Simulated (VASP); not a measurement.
# Li2S (Fm-3m) in VASP: notebook, part 3 of 3

VASP 6.6.1.

**6. Single point, BLYP (15.62 Å³/atom)**

This run uses another cell than the first one, of 15.62 Å³/atom.

Contents of INCAR:

```
SYSTEM = Li2S
PREC = Accurate
ENCUT = 750
EDIFF = 1E-6
ISMEAR = 0
SIGMA = 0.05
LREAL = .False.
LASPH = .True.
NELM = 120
ALGO = Normal
ISIF = 2
LWAVE = .False.
LCHARG = .False.
GGA = B5
ALDAX = 1.0
AGGAX = 1.0
AGGAC = 1.0
ALDAC = 0.0
NBANDS = 13
GGA_COMPAT = .False.
```

Contents of KPOINTS:

```
regular mesh
0
Gamma
  8 8 8
  0 0 0
```

Contents of POSCAR:

```
Li2S
1.0
    0.0000000000      2.8612755888      2.8612755888
    2.8612755888      0.0000000000      2.8612755888
    2.8612755888      2.8612755888      0.0000000000
Li S
2 1
Direct
    0.2500000000      0.2500000000      0.2500000000
    0.7500000000      0.7500000000      0.7500000000
    0.0000000000      0.0000000000      0.0000000000
```

Potentials or basis: VASP PAW PBE potentials, release 64 (Li_sv, S).

Started as:

```sh
$ cat potpaw_PBE.64/Li_sv/POTCAR potpaw_PBE.64/S/POTCAR > POTCAR
$ mpirun -np 1 vasp_std > vasp.out
```

OUTCAR:

```text
SYSTEM = Li2S
   PREC = Accurate
   ENCUT = 750
   EDIFF = 1E-6
   ISMEAR = 0
   LREAL = .False.
   LASPH = .True.
   NELM = 120
   ISIF = 2
   GGA = B5

 ion  position               nearest neighbor table
   1  0.250  0.250  0.250-   3 2.48   3 2.48   3 2.48   3 2.48
   2  0.750  0.750  0.750-   3 2.48   3 2.48   3 2.48   3 2.48
   3  0.000  0.000  0.000-   2 2.48   2 2.48   2 2.48   1 2.48   2 2.48   1 2.48   1 2.48   1 2.48

  LATTYP: Found a face centered cubic cell.
 ALAT       =     5.7225511776

  Lattice vectors:

 A1 = (   0.0000000000,   2.8612755888,   2.8612755888)
 A2 = (   2.8612755888,   0.0000000000,   2.8612755888)
 A3 = (   2.8612755888,   2.8612755888,   0.0000000000)

Analysis of symmetry for initial positions (statically):
=====================================================================
 Subroutine PRICEL returns:
 Original cell was already a primitive cell.

 Routine SETGRP: Setting up the symmetry group for a
 face centered cubic supercell.

 Subroutine GETGRP returns: Found 48 space group operations
 (whereof 48 operations were pure point group operations)
 out of a pool of 48 trial point group operations.

The static configuration has the point symmetry O_h .

[... 179 lines left out ...]
      9       8.0326      0.00000
     10       8.0326      0.00000
     11      12.9761      0.00000
     12      12.9761      0.00000
     13      14.2580      0.00000
[... 354 lines left out ...]
  band No.  band energies     occupation
      1     -43.0952      2.00000
      2     -43.0952      2.00000
      3      -8.7313      2.00000
      4      -0.7166      2.00000
      5       0.5554      2.00000
      6       0.8851      2.00000
      7       7.7986      0.00000
      8       8.4566      0.00000
      9      10.1419      0.00000
     10      10.8186      0.00000
     11      12.0877      0.00000
     12      13.4283      0.00000
     13      15.0492      0.00000

 [... further k-points ...]

------------------------ aborting loop because EDIFF is reached ----------------------------------------

  FORCE on cell =-STRESS in cart. coord.  units (eV):
  Direction    XX          YY          ZZ          XY          YZ          ZX
  --------------------------------------------------------------------------------------
  -------------------------------------------------------------------------------------
  Total        0.2372144      0.2372144      0.2372144      0.0000000     -0.0000000      0.0000000
  in kB        8.1122720      8.1122720      8.1122720      0.0000000     -0.0000000      0.0000000
  external PRESSURE =       8.1122720 kB  Pullay stress =       0.0000000 kB

 VOLUME and BASIS-vectors are now :
 -----------------------------------------------------------------------------
  energy-cutoff  :      750.00
  volume of cell :       46.85
      direct lattice vectors                 reciprocal lattice vectors
     0.000000000  2.861275589  2.861275589    -0.174747236  0.174747236  0.174747236
     2.861275589  0.000000000  2.861275589     0.174747236 -0.174747236  0.174747236
     2.861275589  2.861275589  0.000000000     0.174747236  0.174747236 -0.174747236

 POSITION                                       TOTAL-FORCE (eV/Angst)
 -----------------------------------------------------------------------------------
      1.43064      1.43064      1.43064        -0.000000     -0.000000     -0.000000
      4.29191      4.29191      4.29191         0.000000      0.000000      0.000000
      0.00000      0.00000      0.00000        -0.000000     -0.000000      0.000000
 -----------------------------------------------------------------------------------
    total drift:                                0.000000      0.000000      0.000000

  FREE ENERGIE OF THE ION-ELECTRON SYSTEM (eV)
  ---------------------------------------------------
  free  energy   TOTEN  =       -11.3064118265 eV

  energy  without entropy=      -11.3064118265  energy(sigma->0) =      -11.30641183
```

OSZICAR:

```text
N       E                     dE             d eps       ncg     rms          rms(c)
DAV:   1     0.597821450163E+02    0.59782E+02   -0.64852E+03   754   0.116E+03
DAV:   2    -0.348745541646E+01   -0.63270E+02   -0.59182E+02   918   0.235E+02
DAV:   3    -0.114147821807E+02   -0.79273E+01   -0.78742E+01  1412   0.537E+01
DAV:   4    -0.117152740133E+02   -0.30049E+00   -0.30011E+00  1047   0.121E+01
DAV:   5    -0.117223220845E+02   -0.70481E-02   -0.70479E-02  1185   0.165E+00    0.358E+00
DAV:   6    -0.113134279416E+02    0.40889E+00   -0.75588E-01   908   0.343E+00    0.277E+00
DAV:   7    -0.112959749256E+02    0.17453E-01   -0.17304E-01  1080   0.186E+00    0.217E+00
DAV:   8    -0.113077195163E+02   -0.11745E-01   -0.38037E-02   936   0.114E+00    0.116E+00
DAV:   9    -0.113062101643E+02    0.15094E-02   -0.35050E-03  1019   0.322E-01    0.325E-01
DAV:  10    -0.113064129874E+02   -0.20282E-03   -0.71379E-04   904   0.156E-01    0.152E-01
DAV:  11    -0.113064111762E+02    0.18112E-05   -0.40095E-05  1109   0.489E-02    0.761E-02
DAV:  12    -0.113064118265E+02   -0.65032E-06   -0.91404E-06   937   0.178E-02
   1 F= -.11306412E+02 E0= -.11306412E+02  d E =-.429905E-14
```

stdout:

```text
POSCAR found type information on POSCAR LiS
 POSCAR found :  2 types and       3 ions
 scaLAPACK will be used
 -----------------------------------------------------------------------------
|                                                                             |
|                                                                             |
|     You enforced a specific xc type in the INCAR file but a different       |
|     I HOPE YOU KNOW WHAT YOU ARE DOING!                                     |
|                                                                             |
 -----------------------------------------------------------------------------

 LDA part: xc-table for (Slater(with rela. corr.)+VWN5), standard interpolation
 POSCAR, INCAR and KPOINTS ok, starting setup
 FFT: planning ... GRIDC
 FFT: planning ... GRID_SOFT
 FFT: planning ... GRID
 WAVECAR not read
 entering main loop
```

It took 61 s on 1 thread of AMD EPYC 7R13, shared host; peak memory 0.17 GiB.

Results:

```yaml
Free_energy: -11.3064 eV
Pressure: 0.8 GPa
Band_gap_on_the_k_mesh: 3.64 eV (least direct gap 4.44 eV)
```

Levels at points of the mesh, in eV from the valence-band top:
```csv
k point,band 4,band 5,band 6,band 7,band 8,band 9
"(0.00, 0.00, 0.00)",0.00,0.00,0.00,4.44,6.28,6.28
"(0.50, 0.00, 0.00)",-2.76,-0.49,-0.49,6.15,6.66,6.66
"(0.50, 0.50, 0.00)",-2.09,-1.37,-1.37,3.64,7.13,11.09
```

Caveat: the PAW data sets were made with another functional, which shifts forces and pressure a little.

**7. Overview**

| level | cell | gap on the mesh (eV) | pressure (GPa) |
| --- | --- | --- | --- |
| PBE | a = 4.036 Å, angles 60.0°, 3 atoms | 3.39 | -0.2 |
| PBEsol+D3(BJ) | a = 4.036 Å, angles 60.0°, 3 atoms | 3.22 | -3.5 |
| revPBE+D3(BJ) | a = 4.036 Å, angles 60.0°, 3 atoms | 3.51 | -4.6 |
| BLYP | a = 4.036 Å, angles 60.0°, 3 atoms | 3.64 | 1.1 |
| BLYP | a = 4.046 Å, angles 60.0°, 3 atoms | 3.64 | 0.8 |

Alike in all rows: task single point; potentials or basis VASP PAW PBE potentials, release 64 (Li_sv, S); no spin polarisation; k mesh 8 × 8 × 8; cutoff (eV) 750; smearing gaussian 0.05 eV.

On the cell as given the gap runs from 3.22 eV (PBEsol+D3(BJ)) to 3.64 eV (BLYP). The pressure there spans -4.6 GPa (revPBE+D3(BJ)) to 1.1 GPa (BLYP); a positive pressure means that this level wants a larger cell, a negative one a smaller.

Caveats: the PAW data sets were made with another functional, which shifts forces and pressure a little (at least some runs); the cell stands under tension (at least some runs).

Total energies depend on the potentials used, so only differences within one code and one set of settings carry meaning.
